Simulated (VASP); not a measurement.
# InAs: electric field gradients with PBE

The system is InAs.

```
In As
1.0
     0.00000    3.01800    3.01800
     3.01800    0.00000    3.01800
     3.01800    3.01800    0.00000
In As
1 1
Direct
  0.00000 0.00000 0.00000
  0.25000 0.25000 0.25000
```

```yaml
Program: VASP 6.6.1
Task: electric field gradients
Functional: PBE
Potentials_or_basis: VASP PAW PBE potentials, release 64 (In_d, As)
Cutoff: 400 eV
k_mesh: 8 × 8 × 8
Occupations: fermi-dirac, width 0.05 eV
Spin: no spin polarisation
Dipole_correction: no
Further_INCAR_settings: ALGO = Normal; EDIFF = 1e-08; NBANDS = 16; ISYM = 0
```

```json
{"Pressure": "4.3 GPa", "Band gap on the k mesh": "zero (filled and empty bands touch)", "Largest electric field gradient by atom": "under 0.05 V/Å² on every atom"}
```

Levels at points of the mesh, in eV from the Fermi level:
```
           k point  band 6  band 7  band 8  band 9  band 10  band 11  band 12  band 13
(0.00, 0.00, 0.00)  -11.95   -0.22   -0.05   -0.05    -0.05     3.86     3.86     3.86
(0.50, 0.00, 0.00)  -10.46   -5.84   -1.04   -1.04     0.92     4.63     4.63     6.81
(0.00, 0.50, 0.00)  -10.46   -5.84   -1.04   -1.04     0.92     4.63     4.63     6.81
(0.00, 0.00, 0.50)  -10.46   -5.84   -1.04   -1.04     0.92     4.63     4.63     6.81
(0.50, 0.50, 0.50)  -10.46   -5.84   -1.04   -1.04     0.92     4.63     4.63     6.81
(0.50, 0.50, 0.00)   -9.91   -5.91   -2.39   -2.39     1.49     2.01     9.17     9.26
(0.00, 0.50, 0.50)   -9.91   -5.91   -2.39   -2.39     1.49     2.01     9.17     9.26
(0.50, 0.00, 0.50)   -9.91   -5.91   -2.39   -2.39     1.49     2.01     9.17     9.26
```

Wall time 3.9 min on 1 thread of AMD EPYC 7R43 64-Core Processor (Zen 3), on a shared host, peak memory 0.24 GiB.

Caveat: the cell stands under pressure; semilocal functionals underestimate gaps, and a narrow one can read as zero; spin-orbit coupling is left out, which moves the levels of the heavy elements.
